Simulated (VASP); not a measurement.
**Ta: single point with PBEsol**

Crystal: Ta.

```
Ta
1.0
     4.55889    0.00000    0.00000
    -2.27945    3.94812    0.00000
     0.00000    0.00000    4.78984
Ta
4
Cartesian
  0.0000 0.0000 1.1975
  0.0000 0.0000 3.5924
  0.0000 2.6321 3.5924
  2.2794 1.3160 1.1975
```

```yaml
Program: VASP 6.6.1
Task: single point
Functional: PBEsol
Potentials_or_basis: VASP PAW PBE potentials, release 64 (Ta_pv)
Cutoff: 520 eV
k_mesh: 6 × 6 × 4
Occupations: gaussian, width 0.1 eV
Spin: no spin polarisation
Dipole_correction: no
Further_INCAR_settings: ALGO = Fast; EDIFF = 1e-06; NBANDS = 30
```

```yaml
Pressure: 0.4 GPa
Band_gap_on_the_k_mesh: zero (band 22 reaches 4.43 eV, above the bottom of band 23 at 3.86 eV)
```

Stress tensor (GPa, compression positive):
```
0.37 0.00 0.00
0.00 0.37 0.00
0.00 0.00 0.56
```

Levels at points of the mesh, in eV from the Fermi level:
```
           k point  band 20  band 21  band 22  band 23  band 24  band 25
(0.00, 0.00, 0.00)    -0.23    -0.23    -0.14    -0.14     1.20     1.20
(0.50, 0.00, 0.00)    -0.93    -0.88    -0.44    -0.16     0.05     2.34
(0.00, 0.00, 0.50)     0.17     0.36     0.36     0.36     0.36     1.94
(0.50, 0.00, 0.50)    -1.57    -0.83    -0.83     0.37     0.37     1.93
```

Run time: 43 s on 1 thread of Intel(R) Xeon(R) Platinum 8559C (Emerald Rapids), on a shared host, peak memory 0.21 GiB.

Caveat: the PAW data sets were made with another functional, which shifts forces and pressure a little; spin-orbit coupling is left out, which moves the levels of the heavy elements.
